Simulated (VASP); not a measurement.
# P (P6/mmm) in VASP: further runs, part 2 of 2

VASP 6.6.1. Earlier steps stand in the parts before.

## Step 5: Single point, PBE

This run uses another cell than the first one, of 18.75 Å³/atom, 1.449 times its volume.

The input, INCAR:

```
ALGO = Normal
EDIFF = 1E-6
ENCUT = 520
GGA = PE
ISIF = 2
ISMEAR = 0
LASPH = T
LCHARG = F
LREAL = F
LWAVE = F
NBANDS = 30
NELM = 80
PREC = Accurate
SIGMA = 0.1
```

The input, KPOINTS:

```
k-points
0
Gamma
  6 6 10
```

The input, POSCAR:

```
P
1.0
    6.7422949279      0.0000000000      0.0000000000
   -3.3711474640      5.8389986874      0.0000000000
    0.0000000000      0.0000000000      3.8101054795
P
8
Direct
    0.8085705456      0.1914294544      0.5000000000
    0.8085705456      0.6171410913      0.5000000000
    0.3828589087      0.1914294544      0.5000000000
    0.1914294544      0.8085705456      0.5000000000
    0.1914294544      0.3828589087      0.5000000000
    0.6171410913      0.8085705456      0.5000000000
    0.3333333333      0.6666666667      0.0000000000
    0.6666666667      0.3333333333      0.0000000000
```

Potentials or basis: VASP PAW PBE potentials, release 64 (P).

Run with:

```bash
> cat potpaw_PBE.64/P/POTCAR > POTCAR
> mpirun -np 1 vasp_std > vasp.out
```

OUTCAR:

```text
EDIFF = 1E-6
   ENCUT = 520
   GGA = PE
   ISIF = 2
   ISMEAR = 0
   LASPH = T
   LREAL = F
   NELM = 80
   PREC = Accurate

 ion  position               nearest neighbor table
   1  0.809  0.191  0.500-   5 2.24   6 2.24   8 2.52   8 2.52   3 2.87   2 2.87
   2  0.809  0.617  0.500-   6 2.24   4 2.24   8 2.52   8 2.52   3 2.87   1 2.87
   3  0.383  0.191  0.500-   5 2.24   4 2.24   8 2.52   8 2.52   1 2.87   2 2.87
   4  0.191  0.809  0.500-   2 2.24   3 2.24   7 2.52   7 2.52   6 2.87   5 2.87
   5  0.191  0.383  0.500-   3 2.24   1 2.24   7 2.52   7 2.52   6 2.87   4 2.87
   6  0.617  0.809  0.500-   2 2.24   1 2.24   7 2.52   7 2.52   4 2.87   5 2.87
   7  0.333  0.667  0.000-   4 2.52   4 2.52   6 2.52   6 2.52   5 2.52   5 2.52
[... 1006 lines left out ...]
  in kB       -2.4057350     -2.4057350     -0.7555537      0.0000000     -0.0000000      0.0000000
  external PRESSURE =      -1.8556746 kB  Pullay stress =       0.0000000 kB

 VOLUME and BASIS-vectors are now :
 -----------------------------------------------------------------------------
  energy-cutoff  :      520.00
  volume of cell :      150.00
      direct lattice vectors                 reciprocal lattice vectors
     6.742294928  0.000000000  0.000000000     0.148317451  0.085631120  0.000000000
    -3.371147464  5.838998687  0.000000000     0.000000000  0.171262241  0.000000000
     0.000000000  0.000000000  3.810105479     0.000000000  0.000000000  0.262459925

 POSITION                                       TOTAL-FORCE (eV/Angst)
 -----------------------------------------------------------------------------------
      4.80628      1.11776      1.90505         0.021498     -0.012412      0.000000
      3.37115      3.60349      1.90505        -0.000000      0.024824     -0.000000
      1.93601      1.11776      1.90505        -0.021498     -0.012412      0.000000
     -1.43514      4.72124      1.90505        -0.021498      0.012412     -0.000000
      0.00000      2.23551      1.90505         0.000000     -0.024824      0.000000
      1.43514      4.72124      1.90505         0.021498      0.012412     -0.000000
     -0.00000      3.89267      0.00000         0.000000     -0.000000      0.000000
      3.37115      1.94633      0.00000         0.000000      0.000000      0.000000
 -----------------------------------------------------------------------------------
    total drift:                               -0.000000      0.000000     -0.000000

  FREE ENERGIE OF THE ION-ELECTRON SYSTEM (eV)
  ---------------------------------------------------
  free  energy   TOTEN  =       -39.7227360837 eV

  energy  without entropy=      -39.7090160843  energy(sigma->0) =      -39.71587608
```

OSZICAR:

```text
N       E                     dE             d eps       ncg     rms          rms(c)
DAV:   1     0.145707753186E+03    0.14571E+03   -0.16862E+04  2520   0.115E+03
DAV:   2    -0.285670929671E+02   -0.17427E+03   -0.16783E+03  3196   0.186E+02
DAV:   3    -0.397427574069E+02   -0.11176E+02   -0.10914E+02  3288   0.461E+01
DAV:   4    -0.399890106489E+02   -0.24625E+00   -0.24498E+00  3312   0.751E+00
DAV:   5    -0.399940628913E+02   -0.50522E-02   -0.50498E-02  3252   0.111E+00    0.135E+01
DAV:   6    -0.397945912940E+02    0.19947E+00   -0.17406E-01  3086   0.166E+00    0.811E+00
DAV:   7    -0.397225952026E+02    0.71996E-01   -0.20502E-01  2880   0.179E+00    0.467E-01
DAV:   8    -0.397220809299E+02    0.51427E-03   -0.18530E-02  2990   0.625E-01    0.238E-01
DAV:   9    -0.397224499699E+02   -0.36904E-03   -0.15414E-03  3426   0.172E-01    0.126E-01
DAV:  10    -0.397226502013E+02   -0.20023E-03   -0.18975E-04  3084   0.633E-02    0.436E-02
DAV:  11    -0.397227288539E+02   -0.78653E-04   -0.93512E-05  2926   0.449E-02    0.144E-02
DAV:  12    -0.397227339877E+02   -0.51338E-05   -0.81062E-06  3248   0.127E-02    0.868E-03
DAV:  13    -0.397227358525E+02   -0.18648E-05   -0.26821E-06  2628   0.655E-03    0.210E-03
DAV:  14    -0.397227360837E+02   -0.23119E-06   -0.40430E-07  2182   0.250E-03
   1 F= -.39722736E+02 E0= -.39715876E+02  d E =-.137200E-01
```

Run time: 81 s. Hardware: 1 thread of Intel Xeon 6975P-C (Granite Rapids), shared host; peak memory 0.31 GiB.

Results:

```yaml
Free_energy: -39.7227 eV
Pressure: -0.2 GPa
Largest_force: 0.025 eV/Å
Band_gap_on_the_k_mesh: zero (band 20 reaches 7.26 eV, above the bottom of band 21 at 6.22 eV)
```

Forces in eV/Å, atoms in the order of the input:
```
P    0.021 -0.012  0.000
P    0.000  0.025  0.000
P   -0.021 -0.012  0.000
P   -0.021  0.012  0.000
P    0.000 -0.025  0.000
P    0.021  0.012  0.000
P    0.000  0.000  0.000
P    0.000  0.000  0.000
```

Stress tensor (GPa, compression positive):
```
-0.24  0.00  0.00
 0.00 -0.24  0.00
 0.00  0.00 -0.08
```

## Step 6: The runs side by side

```tsv
task	cell	k mesh	cutoff (eV)	gap on the mesh (eV)	pressure (GPa)	largest force (eV/Å)
single point	a = 6.400, b = 6.400, c = 2.917 Å, angles 90.0, 90.0, 120.0°, 8 atoms	3 × 3 × 6	520	none	43.4	1.54
single point	a = 6.731, b = 6.731, c = 3.787 Å, angles 90.0, 90.0, 120.0°, 8 atoms	3 × 3 × 6	520	none	-0.2	0.02
relaxation of cell and atoms	relaxed from a = 6.400, b = 6.400, c = 2.917 Å, angles 90.0, 90.0, 120.0°, 8 atoms	3 × 3 × 6	600	none	-0.2	0.01
single point	a = 6.742, b = 6.742, c = 3.810 Å, angles 90.0, 90.0, 120.0°, 8 atoms	6 × 6 × 10	520	none	-0.2	0.02
```

Alike in all rows: level PBE; potentials or basis VASP PAW PBE potentials, release 64 (P); no spin polarisation; smearing gaussian 0.1 eV.

Caveats: some runs use coarse meshes; forces of over 1 eV/Å act on the atoms, so gaps and moduli don't describe the material at rest (some runs); the volume moved by over 15 % at a fixed basis, so the end points are rough (some runs).

Absolute energies hang on the potentials; compare differences alone.
